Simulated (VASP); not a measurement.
# Ca in VASP: further runs

Ca is run at these levels: PBEsol; tasks: single point, relaxation of cell and atoms.

All numbers are computed with VASP 6.6.1; they aren't measurements. Logs are shortened: lines on timing, memory, paths and dates and some standing lists are left out, and cuts for length are marked.

## (1) The cell of the first run

The typed cell holds 3 atoms: a = 6.069 Å, b = 6.069 Å, c = 3.775 Å, α = 90.00°, β = 90.00°, γ = 120.00°.

## (2) Single point, PBEsol

The input, INCAR:

```
SYSTEM = Ca
  PREC = Accurate
  ENCUT = 520
  EDIFF = 1E-6
  ISMEAR = 0
  SIGMA = 0.1
  LREAL = .FALSE.
  LASPH = .TRUE.
  NELM = 100
  ALGO = Normal
  ISIF = 2
  LWAVE = .FALSE.
  LCHARG = .TRUE.
  GGA = PS
  LELF = .TRUE.
  LVHAR = .TRUE.
  NBANDS = 22
```

The input, KPOINTS:

```
Automatic mesh
0
G
  6 6 4
  0 0 0
```

The input, POSCAR:

```
Ca
1.0
    6.0686212752      0.0000000000      0.0000000000
   -3.0343106376      5.2555801902      0.0000000000
    0.0000000000      0.0000000000      3.7749714600
Ca
3
Direct
    0.3333702422      0.0000000000      0.3333333333
    0.0000000000      0.3333702422      0.6666666667
    0.6666297578      0.6666297578      0.0000000000
```

Potentials or basis: VASP PAW PBE potentials, release 64 (Ca_sv).

Run with:

```
$ cat potpaw_PBE.64/Ca_sv/POTCAR > POTCAR
$ mpirun -np 1 vasp_std > vasp.out
```

OUTCAR:

```text
SYSTEM = Ca
   PREC = Accurate
   ENCUT = 520
   EDIFF = 1E-6
   ISMEAR = 0
   LREAL = .FALSE.
   LASPH = .TRUE.
   NELM = 100
   ISIF = 2
   GGA = PS

 ion  position               nearest neighbor table
   1  0.333  0.000  0.333-
   2  0.000  0.333  0.667-
   3  0.667  0.667  0.000-

  LATTYP: Found a hexagonal cell.
 ALAT       =     6.0686212752
 C/A-ratio  =     0.6220476264

  Lattice vectors:

 A1 = (   6.0686212752,   0.0000000000,   0.0000000000)
 A2 = (  -3.0343106376,   5.2555801902,   0.0000000000)
 A3 = (   0.0000000000,   0.0000000000,   3.7749714600)

Analysis of symmetry for initial positions (statically):
=====================================================================
 Subroutine PRICEL returns:
 Original cell was already a primitive cell.

 Routine SETGRP: Setting up the symmetry group for a
 hexagonal supercell.

 Subroutine GETGRP returns: Found  6 space group operations
 (whereof  2 operations were pure point group operations)
 out of a pool of 24 trial point group operations.

The static configuration has the point symmetry C_2 .
 The point group associated with its full space group is D_3 .

Analysis of symmetry for dynamics (positions and initial velocities):
=====================================================================
 Subroutine PRICEL returns:
 Original cell was already a primitive cell.

 Routine SETGRP: Setting up the symmetry group for a
 hexagonal supercell.

 Subroutine GETGRP returns: Found  6 space group operations
 (whereof  2 operations were pure point group operations)
 out of a pool of 24 trial point group operations.

The dynamic configuration has the point symmetry C_2 .
 The point group associated with its full space group is D_3 .

 Subroutine INISYM returns: Found  6 space group operations
 (whereof  2 operations are pure point group operations),
 and found     1 'primitive' translations

----------------------------------------------------------------------------------------

                                     Primitive cell

  volume of cell :     120.3994

  direct lattice vectors                    reciprocal lattice vectors
     6.068621275  0.000000000  0.000000000     0.164782074  0.095136975  0.000000000
    -3.034310638  5.255580190  0.000000000     0.000000000  0.190273950  0.000000000
     0.000000000  0.000000000  3.774971460     0.000000000  0.000000000  0.264902665

  length of vectors
     6.068621275  6.068621275  3.774971460     0.190273950  0.190273950  0.264902665

  position of ions in fractional coordinates (direct lattice)
     0.333370242  0.000000000  0.333333333
     1.000000000  0.333370242  0.666666667
     0.666629758  0.666629758  0.000000000

  ion indices of the primitive-cell ions
   primitive index   ion index
                 1           1
                 2           2
                 3           3

----------------------------------------------------------------------------------------

 KPOINTS: Automatic mesh

Automatic generation of k-mesh.
 Grid dimensions read from file:
 generate k-points for:    6    6    4

 Generating k-lattice:

  Cartesian coordinates                     Fractional coordinates (reciprocal lattice)
     0.027463679  0.015856162  0.000000000     0.166666667  0.000000000  0.000000000
     0.000000000  0.031712325  0.000000000     0.000000000  0.166666667  0.000000000
     0.000000000  0.000000000  0.066225666     0.000000000  0.000000000  0.250000000

  Length of vectors
     0.031712325  0.031712325  0.066225666

  Shift w.r.t. Gamma in fractional coordinates (k-lattice)
     0.000000000  0.000000000  0.000000000

 Subroutine IBZKPT returns following result:
 ===========================================

 Found     24 irreducible k-points:

 Following reciprocal coordinates:
            Coordinates               Weight
  0.000000  0.000000  0.000000      1.000000
  0.166667  0.000000  0.000000      6.000000
  0.333333 -0.000000  0.000000      6.000000
  0.500000 -0.000000  0.000000      3.000000
  0.166667  0.166667  0.000000      6.000000
  0.333333  0.166667  0.000000     12.000000
[... 16 lines left out ...]
  0.333333  0.166667  0.500000     12.000000
  0.333333  0.333333  0.500000      2.000000
   k-points           NKPTS =     24   k-points in BZ     NKDIM =     24   number of bands    NBANDS=     22
   number of dos      NEDOS =    301   number of ions     NIONS =      3
   total plane-waves  NPLWV =  64512
   dimension x,y,z NGX =    48 NGY =   48 NGZ =   28
   dimension x,y,z NGXF=    96 NGYF=   96 NGZF=   56
   ions per type =               3
   NGX,Y,Z   is equivalent  to a cutoff of  13.15, 13.15, 12.33 a.u.
   NGXF,Y,Z  is equivalent  to a cutoff of  26.30, 26.30, 24.66 a.u.
 SYSTEM =  Ca
   PREC   = accura    normal or accurate (medium, high low for compatibility)
   ISTART =      0    job   : 0-new  1-cont  2-samecut
   ICHARG =      2    charge: 1-file 2-atom 10-const
   ISPIN  =      1    spin polarized calculation?
   LNONCOLLINEAR =      F non collinear calculations
   LSORBIT =      F    spin-orbit coupling
   LASPH  =      T    aspherical Exc in radial PAW
   ENCUT  =  520.0 eV  38.22 Ry    6.18 a.u.  11.28 11.28  7.02*2*pi/ulx,y,z
   NELM   =    100;   NELMIN=  2; NELMDL= -5     # of ELM steps
   EDIFF  = 0.1E-05   stopping-criterion for ELM
   LREAL  =      F    real-space projection
   EDIFFG = 0.1E-04   stopping-criterion for IOM
   NSW    =      0    number of steps for IOM
   IBRION =     -1    ionic relax: 0-MD 1-quasi-New 2-CG
   NFREE  =      0    steps in history (QN), initial steepest desc. (CG)
   ISIF   =      2    stress and relaxation
   ISYM   =      2    0-nonsym 1-usesym 2-fastsym
   POTIM  = 0.5000    time-step for ionic-motion
   TEBEG  =    0.0;   TEEND  =   0.0 temperature during run
   PSTRESS=    0.0 pullay stress
   NELECT =      30.0000    total number of electrons
   NUPDOWN=      -1.0000    fix difference up-down
   EMIN   =  10.00;   EMAX   =-10.00  energy-range for DOS
   EFERMI =   0.00;   METHOD = LEGACY
   ISMEAR =     0;   SIGMA  =   0.10  broadening in eV -4-tet -1-fermi 0-gaus
   EFERMI_NEDOS =   21; number of points for ismear=-14 and -15
   IALGO  =     38    algorithm
   IMIX   =      4    mixing-type and parameters
     AMIX     =   0.40;   BMIX     =  1.00
     AMIX_MAG =   1.60;   BMIX_MAG =  1.00
  volume/ion in A,a.u.               =      40.13       270.83
  Fermi-wavevector in a.u.,A,eV,Ry     =   1.030166  1.946731 14.439068  1.061242
  Thomas-Fermi vector in A             =   2.164250
   LORBIT       =      0    0 simple, 1 ext, 2 COOP (PROOUT), +10 PAW based schemes
   GGA     = PS    functional components
   LHFCALC =     F    Hartree Fock is set to
   AEXX    =    0.0000 exact exchange contribution
   IVDW    =     0    specifies the selected vdW correction
   LEPSILON=     F    determine dielectric tensor
   LRPA    =     F    only Hartree local field effects (RPA)
 non-spin polarized calculation
 Gauss-broadening in eV      SIGMA  =   0.10
  energy-cutoff  :      520.00
  volume of cell :      120.40
 maximum number of plane-waves:      3264
 NGX is ok and might be reduce to    48

 number of electron      30.0000005 magnetization

 Free energy of the ion-electron system (eV)
  ---------------------------------------------------
  ext. energy  EPLUGINS =         0.00000000
  ---------------------------------------------------
  free energy    TOTEN  =        -6.37694505 eV

  energy without entropy =       -6.34851368  energy(sigma->0) =       -6.36272937

 E-fermi :   2.1408     XC(G=0):  -7.9692

 val. band max:        2.1391428567   @ k =   0.0000   0.1667   0.2500
 cond. band min:       2.1512698207   @ k =   0.0000   0.3333   0.2500
 fundamental gap:      0.0121269639
 Fermi energy:         2.1407990562

 k-point     1 :       0.0000    0.0000    0.0000
  band No.  band energies     occupation
      1     -39.6210      2.00000
      2     -39.5984      2.00000
      3     -39.5984      2.00000
      4     -20.7251      2.00000
      5     -20.7251      2.00000
      6     -20.7251      2.00000
[... 14 lines left out ...]
     21       4.4595      0.00000
     22       4.5616      0.00000

 k-point     2 :       0.1667    0.0000    0.0000
  band No.  band energies     occupation
      1     -39.6192      2.00000
      2     -39.5995      2.00000
      3     -39.5991      2.00000
      4     -20.7533      2.00000
      5     -20.7466      2.00000
      6     -20.6932      2.00000
[... 14 lines left out ...]
     21       4.4522      0.00000
     22       4.6032      0.00000

 k-point     3 :       0.3333   -0.0000    0.0000
  band No.  band energies     occupation
      1     -39.6145      2.00000
      2     -39.6030      2.00000
      3     -39.6003      2.00000
      4     -20.7729      2.00000
      5     -20.7414      2.00000
      6     -20.6699      2.00000
[... 14 lines left out ...]
     21       4.1596      0.00000
     22       5.0069      0.00000

 k-point     4 :       0.5000   -0.0000    0.0000
  band No.  band energies     occupation
      1     -39.6084      2.00000
      2     -39.6084      2.00000
      3     -39.6009      2.00000
      4     -20.7799      2.00000
      5     -20.7088      2.00000
      6     -20.7087      2.00000
[... 14 lines left out ...]
     21       3.7976      0.00000
     22       5.2342      0.00000

 k-point     5 :       0.1667    0.1667    0.0000
  band No.  band energies     occupation
      1     -39.6160      2.00000
      2     -39.6009      2.00000
      3     -39.6009      2.00000
      4     -20.7577      2.00000
      5     -20.7576      2.00000
      6     -20.6722      2.00000
[... 14 lines left out ...]
     21       4.2448      0.00000
     22       4.8630      0.00000

 k-point     6 :       0.3333    0.1667    0.0000
  band No.  band energies     occupation
      1     -39.6106      2.00000
      2     -39.6051      2.00000
      3     -39.6021      2.00000
      4     -20.7671      2.00000
      5     -20.7369      2.00000
      6     -20.6948      2.00000
[... 14 lines left out ...]
     21       3.9344      0.00000
     22       5.3388      0.00000

 k-point     7 :       0.3333    0.3333    0.0000
  band No.  band energies     occupation
      1     -39.6059      2.00000
      2     -39.6059      2.00000
      3     -39.6059      2.00000
      4     -20.7368      2.00000
      5     -20.7368      2.00000
      6     -20.7368      2.00000
[... 324 lines left out ...]
      6     -20.7288      2.00000
[... 14 lines left out ...]
     21       4.1507      0.00000
     22       5.2521      0.00000

 k-point    21 :       0.5000   -0.0000    0.5000
  band No.  band energies     occupation
      1     -39.6024      2.00000
      2     -39.5966      2.00000
      3     -39.5966      2.00000
      4     -20.7731      2.00000
      5     -20.7348      2.00000
      6     -20.7348      2.00000
[... 14 lines left out ...]
     21       3.5500      0.00000
     22       5.1324      0.00000

 k-point    22 :       0.1667    0.1667    0.5000
  band No.  band energies     occupation
      1     -39.6024      2.00000
      2     -39.6024      2.00000
      3     -39.5909      2.00000
      4     -20.7481      2.00000
      5     -20.7481      2.00000
      6     -20.7370      2.00000
[... 14 lines left out ...]
     21       4.6358      0.00000
     22       4.8883      0.00000

 k-point    23 :       0.3333    0.1667    0.5000
  band No.  band energies     occupation
      1     -39.6015      2.00000
      2     -39.5992      2.00000
      3     -39.5950      2.00000
      4     -20.7670      2.00000
      5     -20.7505      2.00000
      6     -20.7459      2.00000
[... 14 lines left out ...]
     21       4.0114      0.00000
     22       4.6962      0.00000

 k-point    24 :       0.3333    0.3333    0.5000
  band No.  band energies     occupation
      1     -39.5986      2.00000
      2     -39.5985      2.00000
      3     -39.5985      2.00000
      4     -20.7608      2.00000
      5     -20.7608      2.00000
      6     -20.7608      2.00000
[... 14 lines left out ...]
     21       3.8459      0.00000
     22       4.7614      0.00000

------------------------ aborting loop because EDIFF is reached ----------------------------------------

  FORCE on cell =-STRESS in cart. coord.  units (eV):
  Direction    XX          YY          ZZ          XY          YZ          ZX
  --------------------------------------------------------------------------------------
  -------------------------------------------------------------------------------------
  Total        0.0829215      0.0829215      0.0579980      0.0000000      0.0000000      0.0000000
  in kB        1.1034514      1.1034514      0.7717901      0.0000000      0.0000000      0.0000000
  external PRESSURE =       0.9928976 kB  Pullay stress =       0.0000000 kB

 VOLUME and BASIS-vectors are now :
 -----------------------------------------------------------------------------
  energy-cutoff  :      520.00
  volume of cell :      120.40
      direct lattice vectors                 reciprocal lattice vectors
     6.068621275  0.000000000  0.000000000     0.164782074  0.095136975  0.000000000
    -3.034310638  5.255580190  0.000000000     0.000000000  0.190273950  0.000000000
     0.000000000  0.000000000  3.774971460     0.000000000  0.000000000  0.264902665

 POSITION                                       TOTAL-FORCE (eV/Angst)
 -----------------------------------------------------------------------------------
      2.02310      0.00000      1.25832        -0.000725      0.000000     -0.000000
     -1.01155      1.75205      2.51665         0.000362     -0.000628      0.000000
      2.02276      3.50353      0.00000         0.000362      0.000628      0.000000
 -----------------------------------------------------------------------------------
    total drift:                                0.000000     -0.000000     -0.000000

  FREE ENERGIE OF THE ION-ELECTRON SYSTEM (eV)
  ---------------------------------------------------
  free  energy   TOTEN  =        -6.3769450545 eV

  energy  without entropy=       -6.3485136835  energy(sigma->0) =       -6.36272937
```

Wall time 62 s (1 thread of Intel Xeon Platinum 8488C (Sapphire Rapids), shared host); peak memory 0.25 GiB.

Results:

| Item | Value |
| --- | --- |
| Free energy | -6.3769 eV |
| Pressure | 0.1 GPa |
| Band gap on the k mesh | zero (band 15 reaches 2.35 eV, above the bottom of band 16 at 2.10 eV) |

Caveat: the k points lie up to 0.42 Å⁻¹ apart; the PAW data sets were made with another functional, which shifts forces and pressure a little.

## (3) Single point, PBEsol

This run uses another cell than the first one: it holds 1 atom, not 3.

The input, INCAR:

```
  PREC = Accurate
  ENCUT = 520
  EDIFF = 1E-6
  ISMEAR = 0
  SIGMA = 0.1
  LREAL = F
  LASPH = T
  NELM = 100
  ALGO = Normal
  ISIF = 2
  LWAVE = F
  LCHARG = F
  GGA = PS
  NBANDS = 11
```

The input, KPOINTS:

```
regular mesh
0
Gamma
  18 18 18
```

The input, POSCAR:

```
Ca
1.0
   -2.1609861882      2.1609861882      2.1609861882
    2.1609861882     -2.1609861882      2.1609861882
    2.1609861882      2.1609861882     -2.1609861882
Ca
1
Direct
    0.0000000000      0.0000000000      0.0000000000
```

Potentials or basis: VASP PAW PBE potentials, release 64 (Ca_sv).

Run with:

```
$ cat potpaw_PBE.64/Ca_sv/POTCAR > POTCAR
$ mpirun -np 1 vasp_std > vasp.out
```

Wall time 41 s (1 thread of Intel Xeon Platinum 8488C (Sapphire Rapids), shared host); peak memory 0.22 GiB.

The run converged. Its results:

```
Free energy            : -2.1209 eV
Pressure               : 0.0 GPa
Band gap on the k mesh : zero (band 5 reaches 2.38 eV, above the bottom of band 6 at 2.10 eV)
```

Levels at points of the mesh, in eV from the Fermi level:
| k point | band 3 | band 4 | band 5 | band 6 | band 7 | band 8 |
| --- | --- | --- | --- | --- | --- | --- |
| (0.00, 0.00, 0.00) | -22.77 | -22.77 | -4.17 | 2.33 | 2.33 | 2.33 |
| (0.50, 0.00, 0.00) | -22.83 | -22.77 | -0.96 | 0.00 | 1.32 | 3.35 |
| (0.50, 0.50, 0.50) | -22.89 | -22.89 | -0.02 | -0.02 | 4.07 | 4.07 |

Caveat: the PAW data sets were made with another functional, which shifts forces and pressure a little.

## (4) Relaxation of cell and atoms, PBEsol

This run uses another cell than the first one: it holds 1 atom, not 3.

The input, INCAR:

```
SYSTEM = Ca
PREC = Accurate
ENCUT = 600
EDIFF = 1E-6
ISMEAR = 0
SIGMA = 0.1
LREAL = .False.
LASPH = .True.
NELM = 100
ALGO = Normal
ISIF = 3
LWAVE = .False.
LCHARG = .False.
GGA = PS
IBRION = 2
NSW = 100
EDIFFG = -0.01
```

The input, KPOINTS:

```
Automatic mesh
0
Gamma
  18 18 18
  0 0 0
```

The input, POSCAR:

```
Ca
1.0
   -2.1569405457      2.1569405457      2.1569405457
    2.1569405457     -2.1569405457      2.1569405457
    2.1569405457      2.1569405457     -2.1569405457
Ca
1
Direct
    0.0000000000      0.0000000000      0.0000000000
```

Run with:

```
$ cat potpaw_PBE.64/Ca_sv/POTCAR > POTCAR
$ mpirun -np 1 vasp_std > vasp.out
```

Run time: 1.9 min. Hardware: 1 thread of Intel Xeon Platinum 8488C (Sapphire Rapids), shared host; peak memory 0.24 GiB.

The run converged. Its results:

| Property | Result |
| --- | --- |
| Free energy | -2.1211 eV |
| Relaxed volume | 40.42 Å³/atom |
| Relaxed cell | a = 3.745 Å, b = 3.745 Å, c = 3.745 Å, α = 109.47°, β = 109.47°, γ = 109.47° |
| Space group after relaxing (to 0.05 Å) | Im-3m (No. 229) |
| Energy gained by relaxing | 0.1 meV/atom |
| Ionic steps | 3 |
| Pressure after relaxing | 0.0 GPa |
| Band gap on the k mesh | zero (band 5 reaches 2.37 eV, above the bottom of band 6 at 2.09 eV) |

Step by step:
```
step  energy change (eV)  largest force (eV/Å)  pressure (GPa)  volume (Å³)
   1              0.0000                0.0000            0.12        40.14
   2             -0.0001                0.0000            0.05        40.31
   3             -0.0001                0.0000            0.00        40.42
```

Final structure:
```
Ca
1.0
    -2.16193    2.16193    2.16193
     2.16193   -2.16193    2.16193
     2.16193    2.16193   -2.16193
Ca
1
Cartesian
  0.0000 0.0000 0.0000
```

Levels at points of the mesh, in eV from the Fermi level:
```
           k point  band 1  band 2  band 3  band 4  band 5  band 6  band 7  band 8  band 9
(0.00, 0.00, 0.00)  -41.79  -22.78  -22.78  -22.78   -4.17    2.33    2.33    2.33    3.45
(0.50, 0.00, 0.00)  -41.77  -22.94  -22.83  -22.78   -0.96    0.00    1.32    3.35    3.74
(0.50, 0.50, 0.50)  -41.76  -22.90  -22.90  -22.90   -0.02   -0.02    4.07    4.07    4.07
```

Caveat: the PAW data sets were made with another functional, which shifts forces and pressure a little.

## (5) The runs side by side

```tsv
task	cell	k mesh	cutoff (eV)	gap on the mesh (eV)	pressure (GPa)
single point	a = 6.069, b = 6.069, c = 3.775 Å, angles 90.0, 90.0, 120.0°, 3 atoms	6 × 6 × 4	520	none	0.1
single point	a = 3.743 Å, angles 109.5°, 1 atom	18 × 18 × 18	520	none	0.0
relaxation of cell and atoms	relaxed from a = 3.736 Å, angles 109.5°, 1 atom	18 × 18 × 18	600	none	0.0
```

Alike in all rows: level PBEsol; potentials or basis VASP PAW PBE potentials, release 64 (Ca_sv); no spin polarisation; smearing gaussian 0.1 eV.

Caveats: some runs use coarse meshes; the PAW data sets were made with another functional, which shifts forces and pressure a little.

Total energies depend on the potentials used, so only differences within one code and one set of settings carry meaning.
